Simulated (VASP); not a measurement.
# C (Fd-3m) in VASP: further runs

C is run at these levels: PBE; tasks: single point.

Everything below comes from runs of VASP 6.6.1. Logs are shortened: lines on timing, memory, paths and dates and some standing lists are left out, and cuts for length are marked.

### Step 1. The cell of the first run

It takes space group Fd-3m (No. 227, cubic). Conventional cell: a = 3.614 Å, b = 3.614 Å, c = 3.614 Å, α = 90.00°, β = 90.00°, γ = 90.00°. C (site symmetry -43m) has 4 C at 1.56 Å within 2.1 Å.

### Step 2. Single point, PBE

File INCAR:

```
SYSTEM = C
ALGO     = Normal         ! electronic algorithm
EDIFF    = 1E-6           ! SCF threshold, eV
ENCUT    = 520            ! plane-wave cutoff, eV
GGA      = PE             ! functional
ISIF     = 2              ! what is computed and relaxed
ISMEAR   = 0              ! smearing method
LASPH    = .True.         ! aspherical terms in the spheres
LCHARG   = .True.         ! write CHGCAR
LELF     = .True.         ! ELF
LREAL    = .False.        ! projectors in reciprocal space
LVHAR    = .True.       
LWAVE    = .False.        ! write WAVECAR
NBANDS   = 11             ! bands
NELM     = 100            ! most SCF steps
PREC     = Accurate       ! precision mode
SIGMA    = 0.01           ! smearing width, eV
```

File KPOINTS:

```
k-points
0
Gamma
  10 10 10
  0 0 0
```

File POSCAR:

```
C
1.0
    0.0000000000      1.8068380860      1.8068380860
    1.8068380860      0.0000000000      1.8068380860
    1.8068380860      1.8068380860      0.0000000000
C
2
Direct
    0.0000000000      0.0000000000      0.0000000000
    0.2500000000      0.2500000000      0.2500000000
```

Potentials or basis: VASP PAW PBE potentials, release 64 (C).

Run with:

```sh
$ cat potpaw_PBE.64/C/POTCAR > POTCAR
$ mpirun -np 1 vasp_std > vasp.out
```

OUTCAR:

```text
SYSTEM = C
   EDIFF = 1E-6
   ENCUT = 520
   GGA = PE
   ISIF = 2
   ISMEAR = 0
   LASPH = .True.
   LREAL = .False.
   NELM = 100
   PREC = Accurate

 ion  position               nearest neighbor table
   1  0.000  0.000  0.000-   2 1.56   2 1.56   2 1.56   2 1.56
   2  0.250  0.250  0.250-   1 1.56   1 1.56   1 1.56   1 1.56

  LATTYP: Found a face centered cubic cell.
 ALAT       =     3.6136761720

  Lattice vectors:

 A1 = (   0.0000000000,   1.8068380860,   1.8068380860)
 A2 = (   1.8068380860,   0.0000000000,   1.8068380860)
 A3 = (   1.8068380860,   1.8068380860,   0.0000000000)

Analysis of symmetry for initial positions (statically):
=====================================================================
 Subroutine PRICEL returns:
 Original cell was already a primitive cell.

 Routine SETGRP: Setting up the symmetry group for a
 face centered cubic supercell.

 Subroutine GETGRP returns: Found 48 space group operations
 (whereof 24 operations were pure point group operations)
 out of a pool of 48 trial point group operations.

The static configuration has the point symmetry T_d .
 The point group associated with its full space group is O_h .

Analysis of symmetry for dynamics (positions and initial velocities):
=====================================================================
 Subroutine PRICEL returns:
 Original cell was already a primitive cell.

 Routine SETGRP: Setting up the symmetry group for a
 face centered cubic supercell.

 Subroutine GETGRP returns: Found 48 space group operations
 (whereof 24 operations were pure point group operations)
 out of a pool of 48 trial point group operations.

The dynamic configuration has the point symmetry T_d .
 The point group associated with its full space group is O_h .

 Subroutine INISYM returns: Found 48 space group operations
 (whereof 24 operations are pure point group operations),
 and found     1 'primitive' translations

----------------------------------------------------------------------------------------

                                     Primitive cell

  volume of cell :      11.7974

  direct lattice vectors                    reciprocal lattice vectors
     0.000000000  1.806838086  1.806838086    -0.276726511  0.276726511  0.276726511
     1.806838086  0.000000000  1.806838086     0.276726511 -0.276726511  0.276726511
     1.806838086  1.806838086  0.000000000     0.276726511  0.276726511 -0.276726511

  length of vectors
[... 84 lines left out ...]
   EDIFFG = 0.1E-04   stopping-criterion for IOM
   NSW    =      0    number of steps for IOM
   IBRION =     -1    ionic relax: 0-MD 1-quasi-New 2-CG
   NFREE  =      0    steps in history (QN), initial steepest desc. (CG)
   ISIF   =      2    stress and relaxation
   ISYM   =      2    0-nonsym 1-usesym 2-fastsym
   POTIM  = 0.5000    time-step for ionic-motion
   TEBEG  =    0.0;   TEEND  =   0.0 temperature during run
   PSTRESS=    0.0 pullay stress
   NELECT =       8.0000    total number of electrons
   NUPDOWN=      -1.0000    fix difference up-down
   EMIN   =  10.00;   EMAX   =-10.00  energy-range for DOS
   EFERMI =   0.00;   METHOD = LEGACY
   ISMEAR =     0;   SIGMA  =   0.01  broadening in eV -4-tet -1-fermi 0-gaus
   EFERMI_NEDOS =   21; number of points for ismear=-14 and -15
   IALGO  =     38    algorithm
   IMIX   =      4    mixing-type and parameters
     AMIX     =   0.40;   BMIX     =  1.00
     AMIX_MAG =   1.60;   BMIX_MAG =  1.00
  volume/ion in A,a.u.               =       5.90        39.81
  Fermi-wavevector in a.u.,A,eV,Ry     =   1.438276  2.717948 28.145530  2.068638
  Thomas-Fermi vector in A             =   2.557261
   LORBIT       =      0    0 simple, 1 ext, 2 COOP (PROOUT), +10 PAW based schemes
   GGA     = PE    functional components
   LHFCALC =     F    Hartree Fock is set to
   AEXX    =    0.0000 exact exchange contribution
   IVDW    =     0    specifies the selected vdW correction
   LEPSILON=     F    determine dielectric tensor
   LRPA    =     F    only Hartree local field effects (RPA)
 non-spin polarized calculation
 Gauss-broadening in eV      SIGMA  =   0.01
  energy-cutoff  :      520.00
  volume of cell :       11.80
 maximum number of plane-waves:       332
   NGX =  9   NGY =  9   NGZ =  9

 number of electron       8.0000000 magnetization

 Free energy of the ion-electron system (eV)
  ---------------------------------------------------
  ext. energy  EPLUGINS =         0.00000000
  ---------------------------------------------------
  free energy    TOTEN  =       -18.16914216 eV

  energy without entropy =      -18.16914216  energy(sigma->0) =      -18.16914216

 E-fermi :   9.2284     XC(G=0): -13.0548

 val. band max:        9.1707399036   @ k =   0.0000   0.0000   0.0000
 cond. band min:      13.2569555883   @ k =   0.4000   0.4000   0.0000
 fundamental gap:      4.0862156847
 Fermi energy:         9.2283851397

 k-point     1 :       0.0000    0.0000    0.0000
  band No.  band energies     occupation
      1     -11.7864      2.00000
      2       9.1707      2.00000
      3       9.1707      2.00000
      4       9.1707      2.00000
      5      14.6530      0.00000
      6      14.6530      0.00000
      7      14.6530      0.00000
      8      21.6155      0.00000
      9      27.9714      0.00000
     10      35.2798      0.00000
     11      35.2798      0.00000
[... 309 lines left out ...]
 k-point    24 :       0.4000    0.3000    0.0000
  band No.  band energies     occupation
      1      -7.3235      2.00000
      2       1.2567      2.00000
      3       3.4067      2.00000
      4       4.0164      2.00000
      5      13.8586      0.00000
      6      17.0300      0.00000
      7      22.8045      0.00000
      8      22.8269      0.00000
      9      30.1566      0.00000
     10      31.4710      0.00000
     11      39.3397      0.00000

 [... further k-points ...]
[... 5 lines left out ...]
  --------------------------------------------------------------------------------------
  -------------------------------------------------------------------------------------
  Total       -1.0105222     -1.0105222     -1.0105222     -0.0000000      0.0000000     -0.0000000
  in kB     -137.2362121   -137.2362121   -137.2362121     -0.0000000      0.0000000     -0.0000000
  external PRESSURE =    -137.2362121 kB  Pullay stress =       0.0000000 kB

 VOLUME and BASIS-vectors are now :
 -----------------------------------------------------------------------------
  energy-cutoff  :      520.00
  volume of cell :       11.80
      direct lattice vectors                 reciprocal lattice vectors
     0.000000000  1.806838086  1.806838086    -0.276726511  0.276726511  0.276726511
     1.806838086  0.000000000  1.806838086     0.276726511 -0.276726511  0.276726511
     1.806838086  1.806838086  0.000000000     0.276726511  0.276726511 -0.276726511

 POSITION                                       TOTAL-FORCE (eV/Angst)
 -----------------------------------------------------------------------------------
      0.00000      0.00000      0.00000         0.000000      0.000000      0.000000
      0.90342      0.90342      0.90342        -0.000000     -0.000000     -0.000000
 -----------------------------------------------------------------------------------
    total drift:                                0.000000      0.000000      0.000000

  FREE ENERGIE OF THE ION-ELECTRON SYSTEM (eV)
  ---------------------------------------------------
  free  energy   TOTEN  =       -18.1691421587 eV

  energy  without entropy=      -18.1691421587  energy(sigma->0) =      -18.16914216
```

stdout:

```text
POSCAR found type information on POSCAR C
 POSCAR found :  1 types and       2 ions
 scaLAPACK will be used
 LDA part: xc-table for (Slater+PW92), standard interpolation
 POSCAR, INCAR and KPOINTS ok, starting setup
 FFT: planning ... GRIDC
 FFT: planning ... GRID_SOFT
 FFT: planning ... GRID
 WAVECAR not read
 entering main loop
```

Wall time 4.8 s (1 thread of Intel Xeon 6975P-C, shared host); peak memory 0.12 GiB.

Results:

```yaml
Free_energy: -18.1691 eV
Pressure: -13.7 GPa
Band_gap_on_the_k_mesh: 4.09 eV, indirect (least direct gap 5.48 eV)
```

A k mesh can miss the band edges. A hybrid or GW would open this gap; PBE tends to underestimate it.

### Step 3. Single point, PBE

This run uses another cell than the first one, of 6.13 Å³/atom, 1.038 times its volume.

File INCAR:

```
SYSTEM = C
  ALGO = Normal
  EDIFF = 1E-6
  ENCUT = 520
  GGA = PE
  ISIF = 2
  ISMEAR = 0
  LASPH = .True.
  LCHARG = .False.
  LREAL = .False.
  LWAVE = .False.
  NBANDS = 11
  NELM = 60
  PREC = Accurate
  SIGMA = 0.01
```

KPOINTS is that of step 2.

File POSCAR:

```
C
1.0
    0.0000000000      1.8297118824      1.8297118824
    1.8297118824      0.0000000000      1.8297118824
    1.8297118824      1.8297118824      0.0000000000
C
2
Direct
    0.0000000000      0.0000000000      0.0000000000
    0.2500000000      0.2500000000      0.2500000000
```

Potentials or basis: VASP PAW PBE potentials, release 64 (C).

Run with:

```sh
$ cat potpaw_PBE.64/C/POTCAR > POTCAR
$ mpirun -np 1 vasp_std > vasp.out
```

It took 4.6 s on 1 thread of Intel Xeon 6975P-C, shared host; peak memory 0.12 GiB.

It converged, with:

* Free energy: -18.1113 eV
* Pressure: -27.1 GPa
* Band gap on the k mesh: 4.01 eV, indirect (least direct gap 5.38 eV)

Levels at points of the mesh, in eV from the valence-band top:
```csv
k point,band 2,band 3,band 4,band 5,band 6,band 7
"(0.00, 0.00, 0.00)",0.00,0.00,0.00,5.38,5.38,5.38
"(0.50, 0.00, 0.00)",-12.55,-2.61,-2.61,7.83,8.13,8.13
"(0.50, 0.50, 0.00)",-12.24,-5.85,-5.85,4.60,4.60,15.67
```

A k mesh can miss the band edges. PBE gaps usually lie below the measured ones, often by a third to a half.
